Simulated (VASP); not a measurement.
# Al16HO24 (a cell with a defect) in VASP: single point with PBE

Aim: the single point of Al16HO24 (a cell with a defect) with PBE.

Everything below comes from runs of VASP 6.6.1. Logs are shortened: lines on timing, memory, paths and dates and some standing lists are left out, and cuts for length are marked.

## (1) The cell of the first run

The cell holds a defect, 41 atoms: a = 11.793 Å, b = 5.815 Å, c = 5.615 Å, α = 90.00°, β = 75.94°, γ = 90.00°.

## (2) Single point, PBE, collinear spin

File INCAR:

```
PREC = Accurate
ENCUT = 520
EDIFF = 1E-6
ISMEAR = -1
SIGMA = 0.05
LREAL = Auto
LASPH = True
NELM = 200
ALGO = Normal
ISIF = 2
LWAVE = False
LCHARG = False
ISPIN = 2
MAGMOM = 0 0 0 0 0 0 0 0 0 0 0 0 0 0 0 0 0 0 0 0 0 0 0 0.14 0 0 0 0 0 0 0 0 0 0 0 0 0 0 0 0 0.33
LORBIT = 11
GGA = PE
NBANDS = 126
GGA_COMPAT = False
```

File KPOINTS:

```
regular mesh
0
Gamma
  1 3 3
```

File POSCAR:

```
Al16HO24
1.0
  -11.7928040000      0.0000000000      0.0000000000
    0.0000000000     -5.8149540000      0.0000000000
   -1.3644420000      0.0000000000      5.4468590000
Al O H
16 24 1
Direct
    0.5895106779      0.2502023232      0.2072122667
    0.4067216492      0.2502771303      0.8009195759
    0.8427550970      0.2501920050      0.3253537497
    0.1557088905      0.2502374051      0.6902826014
    0.0909324303      0.0001843523      0.2100731816
    0.9077593207     -0.0063295428      0.8034656304
    0.3398185800      0.0014703470      0.3229775179
    0.6560938163      0.0042029567      0.6829108299
    0.5859304300      0.7502227877      0.2162549095
    0.4075184379      0.7502755826      0.8028915380
    0.8417480376      0.7502394688      0.3230817982
    0.1599507991      0.7502332779      0.6897336612
    0.0908900324      0.5002997444      0.2100695098
    0.9077940841      0.5068218940      0.8033894397
    0.3398056249      0.4990146096      0.3229876154
    0.6561060277      0.4963440811      0.6829086268
    0.6610000064      0.2502970789      0.8947587958
    0.3364167711      0.2502423923      0.1140180056
    0.9926144599      0.2502365453      0.7522146250
    0.0053024066      0.2502002595      0.2636387320
    0.3258701254      0.2502549461      0.5698897291
    0.6705079271      0.2502334498      0.4390633207
    0.1641564855      0.0010875408      0.8976957178
    0.8375309083      0.0035424184      0.1195911258
    0.4937251847      0.0005941578      0.7483423015
    0.5027152487      0.0017185003      0.2623904896
    0.8250953344      0.0031503259      0.5697826949
    0.1728934989      0.0008201269      0.4404084997
    0.6545351073      0.7503094607      0.8977976114
    0.3365543686      0.7502446279      0.1156093815
    1.0007065082      0.7502542582      0.7460033388
    0.0042821454      0.7502716273      0.2624431806
    0.3270336622      0.7502405006      0.5703988299
    0.6712780694      0.7502145331      0.4396546707
    0.1641375531      0.4993738558      0.8977017764
    0.8376669831      0.4968735780      0.1196081999
    0.4937355073      0.4999609627      0.7483490944
    0.5027076562      0.4986988719      0.2624040754
    0.8251245657      0.4972001498      0.5697022816
    0.1728694634      0.4996825426      0.4403890389
    0.7901357268     -0.2493804766      0.8785373368
```

Potentials or basis: VASP PAW PBE potentials, release 64 (Al, O, H).

On the command line:

```
cat potpaw_PBE.64/Al/POTCAR potpaw_PBE.64/O/POTCAR potpaw_PBE.64/H/POTCAR > POTCAR
mpirun -np 1 vasp_std > vasp.out
```

OUTCAR:

```text
PREC = Accurate
   ENCUT = 520
   EDIFF = 1E-6
   ISMEAR = -1
   LREAL = Auto
   LASPH = True
   NELM = 200
   ISIF = 2
   ISPIN = 2
   LORBIT = 11
   GGA = PE

 ion  position               nearest neighbor table
   1  0.590  0.250  0.207-  17 1.75  26 1.75  38 1.75  22 1.79   9 2.91   9 2.91   8 3.19  16 3.20
                             7 3.20  15 3.20   3 3.21   8 3.29  16 3.29
   2  0.407  0.250  0.801-  18 1.75  25 1.76  37 1.76  21 1.79  10 2.91  10 2.91   4 3.17  15 3.19
                             7 3.19   8 3.19  16 3.19  15 3.31   7 3.31
   3  0.843  0.250  0.325-  36 1.85  24 1.85  20 1.86  39 1.96  27 1.96  22 1.98  11 2.91  11 2.91
                             8 2.96  16 2.96  13 3.19   5 3.19   6 3.21  14 3.21   1 3.21   6 3.32
   4  0.156  0.250  0.690-  19 1.87  35 1.88  23 1.88  21 1.96  28 1.99  40 1.99  12 2.91  12 2.91
                            15 2.98   7 2.98   2 3.17   5 3.18  13 3.18  14 3.21   6 3.21   5 3.31
   5  0.091  0.000  0.210-  20 1.75  23 1.76  32 1.76  28 1.79  13 2.91  13 2.91   7 3.15   4 3.18
                            12 3.19   3 3.19  11 3.20   4 3.31  12 3.33
   6  0.908  0.994  0.803-  24 1.77  31 1.77  19 1.78  27 1.82  41 1.95  14 2.83  14 2.98  11 3.17
                             8 3.20   4 3.21   3 3.21  12 3.21  11 3.30   3 3.32
   7  0.340  0.001  0.323-  26 1.87  18 1.87  30 1.87  28 1.92  21 1.98  33 2.00  15 2.89  15 2.92
                            12 2.96   4 2.98   5 3.15   9 3.17  10 3.19   2 3.19   1 3.20   2 3.31
   8  0.656  0.004  0.683-  25 1.86  17 1.87  29 1.90  27 1.94  22 1.96  34 1.99  16 2.86  16 2.95
                             3 2.96  11 2.98   2 3.19   1 3.19   6 3.20  10 3.20   9 3.26   9 3.28
   9  0.586  0.750  0.216-  26 1.75  38 1.75  29 1.77  34 1.79   1 2.91   1 2.91   7 3.17  15 3.17
                            11 3.22  16 3.26   8 3.26  16 3.28   8 3.28
  10  0.408  0.750  0.803-  30 1.75  25 1.76  37 1.76  33 1.79   2 2.91   2 2.91  12 3.14   7 3.19
                            15 3.19   8 3.20  16 3.20   7 3.33  15 3.33
  11  0.842  0.750  0.323-  32 1.86  36 1.87  24 1.87  34 1.96  27 2.00  39 2.00   3 2.91   3 2.91
                            16 2.98   8 2.98   6 3.17  14 3.17  13 3.20   5 3.20   9 3.22  14 3.30
  12  0.160  0.750  0.690-  31 1.83  23 1.88  35 1.88  33 1.92  40 2.00  28 2.00   4 2.91   4 2.91
                            15 2.96   7 2.96  10 3.14  13 3.19   5 3.19  14 3.21   6 3.21   5 3.33
  13  0.091  0.500  0.210-  20 1.75  35 1.76  32 1.76  40 1.79   5 2.91   5 2.91  15 3.15   4 3.18
                            12 3.19   3 3.19  11 3.20   4 3.31  12 3.33
  14  0.908  0.507  0.803-  36 1.77  31 1.77  19 1.78  39 1.82  41 1.96   6 2.83   6 2.98  11 3.17
                            16 3.20   4 3.21   3 3.21  12 3.21  11 3.30   3 3.32
  15  0.340  0.499  0.323-  38 1.87  18 1.87  30 1.87  40 1.92  21 1.98  33 2.00   7 2.89   7 2.92
                            12 2.96   4 2.98  13 3.15   9 3.17  10 3.19   2 3.19   1 3.20   2 3.31
  16  0.656  0.496  0.683-  37 1.86  17 1.87  29 1.90  39 1.94  22 1.96  34 1.99   8 2.86   8 2.95
                             3 2.96  11 2.98   2 3.19   1 3.20  14 3.20  10 3.20   9 3.26   9 3.28
  17  0.661  0.250  0.895-   1 1.75  16 1.87   8 1.87
  18  0.336  0.250  0.114-   2 1.75   7 1.87  15 1.87
  19  0.993  0.250  0.752-  14 1.78   6 1.78   4 1.87
  20  0.005  0.250  0.264-   5 1.75  13 1.75   3 1.86
  21  0.326  0.250  0.570-   2 1.79   4 1.96  15 1.98   7 1.98
  22  0.671  0.250  0.439-   1 1.79   8 1.96  16 1.96   3 1.98
  23  0.164  0.001  0.898-   5 1.76   4 1.88  12 1.88
  24  0.838  0.004  0.120-   6 1.77   3 1.85  11 1.87
  25  0.494  0.001  0.748-  10 1.76   2 1.76   8 1.86
  26  0.503  0.002  0.262-   9 1.75   1 1.75   7 1.87
  27  0.825  0.003  0.570-   6 1.82   8 1.94   3 1.96  11 2.00
  28  0.173  0.001  0.440-   5 1.79   7 1.92   4 1.99  12 2.00
  29  0.655  0.750  0.898-   9 1.77   8 1.90  16 1.90
  30  0.337  0.750  0.116-  10 1.75   7 1.87  15 1.87
  31  0.001  0.750  0.746-  14 1.77   6 1.77  12 1.83
  32  0.004  0.750  0.262-   5 1.76  13 1.76  11 1.86
  33  0.327  0.750  0.570-  10 1.79  12 1.92  15 2.00   7 2.00
  34  0.671  0.750  0.440-   9 1.79  11 1.96  16 1.99   8 1.99
  35  0.164  0.499  0.898-  13 1.76   4 1.88  12 1.88
  36  0.838  0.497  0.120-  14 1.77   3 1.85  11 1.87
  37  0.494  0.500  0.748-  10 1.76   2 1.76  16 1.86
  38  0.503  0.499  0.262-   9 1.75   1 1.75  15 1.87
  39  0.825  0.497  0.570-  14 1.82  16 1.94   3 1.96  11 2.00
  40  0.173  0.500  0.440-  13 1.79  15 1.92   4 1.99  12 2.00
  41  0.790  0.751  0.879-   6 1.95  14 1.96

  LATTYP: Found a simple monoclinic cell.
 ALAT       =     5.6151558248
 B/A-ratio  =     1.0355819467
 C/A-ratio  =     2.0952509771
 COS(beta)  =    -0.2337061380

  Lattice vectors:

 A1 = (  -1.3644420000,   0.0000000000,   5.4468590000)
 A2 = (   0.0000000000,   5.8149540000,   0.0000000000)
 A3 = ( -10.4283620000,   0.0000000000,  -5.4468590000)

Analysis of symmetry for initial positions (statically):
=====================================================================
 Subroutine PRICEL returns:
 Original cell was already a primitive cell.

 Routine SETGRP: Setting up the symmetry group for a
 simple monoclinic supercell.

 Subroutine GETGRP returns: Found  1 space group operations
 (whereof  1 operations were pure point group operations)
 out of a pool of  4 trial point group operations.

The static configuration has the point symmetry C_1 .

Analysis of symmetry for dynamics (positions and initial velocities):
[... 189 lines left out ...]
   ISIF   =      2    stress and relaxation
   ISYM   =      2    0-nonsym 1-usesym 2-fastsym
   POTIM  = 0.5000    time-step for ionic-motion
   TEBEG  =    0.0;   TEEND  =   0.0 temperature during run
   PSTRESS=    0.0 pullay stress
   NELECT =     193.0000    total number of electrons
   NUPDOWN=      -1.0000    fix difference up-down
   EMIN   =  10.00;   EMAX   =-10.00  energy-range for DOS
   EFERMI =   0.00;   METHOD = LEGACY
   ISMEAR =    -1;   SIGMA  =   0.05  broadening in eV -4-tet -1-fermi 0-gaus
   EFERMI_NEDOS =   21; number of points for ismear=-14 and -15
   IALGO  =     38    algorithm
   IMIX   =      4    mixing-type and parameters
     AMIX     =   0.40;   BMIX     =  1.00
     AMIX_MAG =   1.60;   BMIX_MAG =  1.00
  volume/ion in A,a.u.               =       9.11        61.48
  Fermi-wavevector in a.u.,A,eV,Ry     =   1.313684  2.482502 23.480452  1.725765
  Thomas-Fermi vector in A             =   2.443989
   LORBIT       =     11    0 simple, 1 ext, 2 COOP (PROOUT), +10 PAW based schemes
   GGA     = PE    functional components
   LHFCALC =     F    Hartree Fock is set to
   AEXX    =    0.0000 exact exchange contribution
   IVDW    =     0    specifies the selected vdW correction
   LEPSILON=     F    determine dielectric tensor
   LRPA    =     F    only Hartree local field effects (RPA)
 spin polarized calculation
  energy-cutoff  :      520.00
  volume of cell :      373.52
 maximum number of plane-waves:     10076
 NGX is ok and might be reduce to    90
   NGX = 43   NGY = 21   NGZ = 21

 number of electron     193.0000004 magnetization       1.0001006

 Free energy of the ion-electron system (eV)
  ---------------------------------------------------
  ext. energy  EPLUGINS =         0.00000000
  ---------------------------------------------------
  free energy    TOTEN  =      -299.11453848 eV

  energy without entropy =     -299.11453557  energy(sigma->0) =     -299.11453703

 E-fermi :   8.0680     XC(G=0): -11.1731

 val. band max:        7.4579062692   @ k =   0.0000   0.3333  -0.3333
 cond. band min:       8.6077942497   @ k =   0.0000   0.0000   0.0000
 fundamental gap:      1.1498879806
 Fermi energy:         8.0679927250

 spin component 1

 k-point     1 :       0.0000    0.0000    0.0000
  band No.  band energies     occupation
      1     -13.7741      1.00000
      2     -13.3384      1.00000
      3     -13.0611      1.00000
      4     -12.3494      1.00000
      5     -12.1323      1.00000
      6     -12.1072      1.00000
[... 544 lines left out ...]
    107      14.3284      0.00000
    108      14.4968      0.00000
 Fermi energy:         8.0679927250

 spin component 2

 k-point     1 :       0.0000    0.0000    0.0000
  band No.  band energies     occupation
      1     -13.7440      1.00000
      2     -13.3183      1.00000
      3     -13.0381      1.00000
      4     -12.2693      1.00000
      5     -12.1257      1.00000
      6     -12.0902      1.00000
[... 544 lines left out ...]
    107      14.3519      0.00000
    108      14.5106      0.00000
 [bands above 108 left out]

------------------------ aborting loop because EDIFF is reached ----------------------------------------

  FORCE on cell =-STRESS in cart. coord.  units (eV):
  Direction    XX          YY          ZZ          XY          YZ          ZX
  --------------------------------------------------------------------------------------
  -------------------------------------------------------------------------------------
  Total       18.3008501     17.3225960     20.8017881     -0.0018052      0.0015398     -0.6896973
  in kB       78.5004866     74.3043195     89.2281221     -0.0077433      0.0066050     -2.9584187
  external PRESSURE =      80.6776428 kB  Pullay stress =       0.0000000 kB

 VOLUME and BASIS-vectors are now :
 -----------------------------------------------------------------------------
  energy-cutoff  :      520.00
  volume of cell :      373.52
      direct lattice vectors                 reciprocal lattice vectors
   -11.792804000  0.000000000  0.000000000    -0.084797475  0.000000000 -0.021241827
     0.000000000 -5.814954000  0.000000000     0.000000000 -0.171970406  0.000000000
    -1.364442000  0.000000000  5.446859000     0.000000000  0.000000000  0.183592048

 POSITION                                       TOTAL-FORCE (eV/Angst)
 -----------------------------------------------------------------------------------
     -7.23471     -1.45492      1.12866        -0.016709     -0.002860      0.002910
     -5.88920     -1.45535      4.36250         0.015139     -0.001356      0.018453
    -10.38237     -1.45486      1.77216        -0.006437     -0.001932     -0.004886
     -2.77809     -1.45512      3.75987         0.016556      0.000631      0.000620
     -1.35898     -0.00107      1.14424         0.005733      0.008679     -0.002686
    -11.80131     -5.77815      4.37636         0.004707      0.014795     -0.018275
[... 33 lines left out ...]
     -2.63950     -2.90563      2.39874        -0.013269     -0.003712      0.013149
    -10.51663     -4.36482      4.78527         0.002752      0.010316      0.023769
 -----------------------------------------------------------------------------------
    total drift:                                0.037506      0.000320      0.016516

  FREE ENERGIE OF THE ION-ELECTRON SYSTEM (eV)
  ---------------------------------------------------
  free  energy   TOTEN  =      -299.1145384833 eV

  energy  without entropy=     -299.1145355733  energy(sigma->0) =     -299.11453703

 total charge

# of ion       s       p       d       tot
------------------------------------------
    1        0.357   0.459   0.000   0.816
    2        0.357   0.458   0.000   0.814
    3        0.308   0.396   0.000   0.704
    4        0.302   0.382   0.000   0.685
    5        0.357   0.457   0.000   0.814
    6        0.349   0.448   0.000   0.797
[... 33 lines left out ...]
   40        1.549   3.634   0.000   5.183
   41        0.472   0.020   0.000   0.492
--------------------------------------------------
tot         42.935  94.174   0.000 137.108

 magnetization (x)

# of ion       s       p       d       tot
------------------------------------------
    1        0.000   0.000   0.000   0.000
    2        0.000   0.000   0.000   0.001
    3        0.005   0.007   0.000   0.012
    4        0.000  -0.000   0.000   0.000
    5        0.000   0.000   0.000   0.000
    6        0.001   0.007   0.000   0.008
[... 33 lines left out ...]
   40        0.000   0.001   0.000   0.001
   41        0.250   0.007   0.000   0.257
--------------------------------------------------
tot          0.289   0.339   0.000   0.628
```

Run time: 9 min. Hardware: 1 thread of AMD EPYC 9R14 (Zen 4), shared host; peak memory 0.7 GiB.

Results:

```yaml
Free_energy: -299.1145 eV
Pressure: 8.1 GPa
Largest_force: 0.034 eV/Å
Band_gap_on_the_k_mesh: 1.15 eV
Net_moment: 1.00 μB per cell
Site_moments: Al +0.00, +0.01, -0.00 (each value once); O -0.00, +0.00, +0.04, +0.03, +0.15 (each value once); H +0.26 μB
Valence_electrons_inside_the_program's_atomic_spheres: Al 0.82, 0.81, 0.70, 0.69, 0.80 (each value once); O 5.18, 5.20, 5.22, 5.17, 5.15, 5.21 (each value once); H 0.49
```

Forces in eV/Å, atoms in the order of the input:
```
Al  -0.017 -0.003  0.003
Al   0.015 -0.001  0.018
Al  -0.006 -0.002 -0.005
Al   0.017  0.001  0.001
Al   0.006  0.009 -0.003
Al   0.005  0.015 -0.018
Al   0.003  0.004  0.000
Al  -0.001 -0.013 -0.024
Al   0.018  0.003  0.002
Al  -0.001  0.001  0.011
Al  -0.016  0.004  0.002
Al   0.027 -0.001 -0.004
Al   0.006 -0.007 -0.003
Al   0.011 -0.017 -0.012
Al   0.002 -0.002 -0.001
Al  -0.003  0.013 -0.025
O    0.005  0.003  0.024
O   -0.004  0.000 -0.005
O   -0.019  0.002 -0.005
O    0.012 -0.001  0.000
O    0.001  0.000  0.008
O    0.007  0.000 -0.021
O    0.001  0.003 -0.010
O   -0.017 -0.013  0.026
O   -0.004  0.006  0.000
O    0.013  0.008 -0.001
O    0.014 -0.005 -0.010
O   -0.010  0.003  0.012
O   -0.031  0.004  0.009
O    0.000 -0.001 -0.002
O   -0.028  0.000 -0.008
O   -0.001  0.000 -0.005
O   -0.005  0.000  0.002
O   -0.005  0.000  0.004
O    0.002 -0.003 -0.011
O   -0.007  0.007  0.015
O   -0.003 -0.004  0.000
O    0.009 -0.012 -0.003
O    0.014 -0.005  0.002
O   -0.013 -0.004  0.013
H    0.003  0.010  0.024
```

Stress tensor (GPa, compression positive):
```
 7.85  0.00 -0.30
 0.00  7.43  0.00
-0.30  0.00  8.92
```

Levels at points of the mesh, in eV from the valence-band top:
Spin up:
| k point | band 93 | band 94 | band 95 | band 96 | band 97 | band 98 | band 99 | band 100 | band 101 | band 102 |
| --- | --- | --- | --- | --- | --- | --- | --- | --- | --- | --- |
| (0.00, 0.00, 0.00) | -2.38 | -2.37 | -2.15 | -2.09 | -0.46 | 3.06 | 4.55 | 4.95 | 5.16 | 5.17 |
Spin down:
```
           k point  band 94  band 95  band 96  band 97  band 98  band 99
(0.00, 0.00, 0.00)    -2.37    -2.13    -2.08     1.15     3.15     4.57
```

Caveat: the k points lie up to 0.55 Å⁻¹ apart.
